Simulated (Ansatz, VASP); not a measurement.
**Si: VASP beside Ansatz**

```xyz
2
Lattice="-2.2951 2.4150 1.3000 2.2951 -2.4150 1.3000 2.2951 2.4150 -1.3000" Properties=species:S:1:pos:R:3 pbc="T T T"
Si    0.0000    1.2075    1.4482
Si    2.2951    1.2075   -0.1482
```

Change from the starting cell: volume scaled by 1.06, crystal datasets.

Alike in both runs: task electric field gradients; functional LDA; k mesh 16 × 16 × 16; occupations fermi-dirac, width 0.05 eV; no spin polarisation.

|  | VASP | Ansatz |
| --- | --- | --- |
| version | VASP 6.6.1 | Ansatz 0.2.0 |
| potentials or method | VASP PAW LDA potentials, release 64 (Si), cutoff 520 eV | all-electron PAW with datasets made for the crystal, scalar-relativistic |

```tsv
	VASP	Ansatz	Ansatz less VASP
pressure (GPa)	2.5	2.4	-0.11
traceless stress, the component that is largest in VASP (GPa)	0.66	0.63	-0.029
rms of the force components (eV/Å)	0.035	0.035	-0.0001
size of Vzz on the site where it differs most (V/Å²)	25.1	24.4	-0.61
```

LDA's correlation is that of Perdew and Zunger in VASP and of Perdew and Wang (1992) in Ansatz. Atom by atom the forces differ by 0.000 eV/Å (rms over components). Ansatz ran all-electron here, and VASP with PAW potentials.
